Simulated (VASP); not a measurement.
## MgGe3N: single point with PBE

MgGe3N:

```
Mg Ge N
1.0
     3.55864    0.00000    0.00000
    -1.77932    3.08187    0.00000
     0.00000    0.00000    8.57694
Mg Ge N
1 3 1
Cartesian
  0.0000 0.0000 0.2053
  0.0000 2.0546 2.5868
  1.7793 1.0273 4.4523
  0.0000 0.0000 5.9735
  0.0000 2.0546 0.7710
```

| Property | Result |
| --- | --- |
| Program | VASP 6.6.1 |
| Task | single point |
| Functional | PBE |
| Potentials or basis | VASP PAW PBE potentials, release 64 (Mg, Ge_d, N) |
| Cutoff | 520 eV |
| k mesh | 5 × 5 × 2 |
| Occupations | gaussian, width 0.2 eV |
| Spin | no spin polarisation |
| Dipole correction | no |
| Further INCAR settings | ALGO = Normal; EDIFF = 1e-06; NBANDS = 32 |

```yaml
Pressure: -0.1 GPa
Largest_force: 0.070 eV/Å
Band_gap_on_the_k_mesh: zero (an odd number of electrons rules out a gap without spin polarisation)
```

Forces on the atoms (eV/Å):
```
Mg   0.000  0.000  0.011
Ge   0.000  0.000 -0.070
Ge   0.000  0.000  0.041
Ge   0.000  0.000 -0.013
N    0.000  0.000  0.031
```

Stress tensor (GPa, compression positive):
```
-0.06  0.00  0.00
 0.00 -0.06  0.00
 0.00  0.00 -0.27
```

Levels at points of the mesh, in eV from the Fermi level:
| k point | band 21 | band 22 | band 23 | band 24 | band 25 | band 26 | band 27 | band 28 | band 29 | band 30 |
| --- | --- | --- | --- | --- | --- | --- | --- | --- | --- | --- |
| (0.00, 0.00, 0.00) | -2.12 | -2.12 | 1.63 | 1.63 | 1.83 | 2.58 | 3.39 | 3.39 | 5.10 | 5.42 |
| (0.00, 0.00, 0.50) | -2.12 | -2.12 | -0.22 | 1.64 | 1.64 | 3.33 | 3.33 | 3.66 | 5.08 | 5.52 |

Wall time 26 s on 1 thread of AMD EPYC 9R14 (Zen 4) (shared host), peak memory 0.19 GiB.

Caveat: the k points lie up to 0.41 Å⁻¹ apart, too coarse for converged energies and pressures of a metal; an odd number of electrons without spin polarisation forces a metal; a magnetic or distorted state may lie lower.
